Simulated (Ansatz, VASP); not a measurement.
SnTe in VASP and in Ansatz

```
CELL_PARAMETERS angstrom
5.45072 0.00000 0.00000
-2.72536 4.72046 0.00000
0.00000 0.00000 6.55268
ATOMIC_POSITIONS crystal
Sn 0.33333 0.66667 0.95779
Sn 0.66667 0.33333 0.45779
Te 0.33333 0.66667 0.41721
Te 0.66667 0.33333 0.91721
```

Change from the starting cell: hydrostatic strain +1.0%.

Alike in both runs: task single point; functional r2SCAN; k mesh 6 × 6 × 4; no spin polarisation.

```csv
,VASP,Ansatz
version,VASP 6.6.1,Ansatz 0.2.0
potentials or method,"VASP PAW PBE potentials, release 64 (Sn_d, Te)","plane waves, PAW"
plane-wave cutoff (eV),550,500
occupations,"gaussian, width 0.01 eV",fixed
valence electrons in the cell,40,60
```

Ansatz gave:

- gap on the k mesh at the Fermi level (eV): 0.78
- pressure (GPa): -0.7
- traceless stress, the component that is largest in VASP (GPa): 0.23
- rms of the force components (eV/Å): 0.000

Q: Estimate VASP's values.

A: gap on the k mesh at the Fermi level (eV): 0.78; pressure (GPa): -0.7; traceless stress, the component that is largest in VASP (GPa): 0.25; rms of the force components (eV/Å): 0.005.

VASP's potentials were made for PBE, not for r2SCAN. Atom by atom the forces differ by 0.005 eV/Å (rms over components). VASP's potentials hold 40 valence electrons a cell and Ansatz's 60, so a difference there can come from the potentials and not from the codes.

Neither program's run includes spin-orbit coupling.
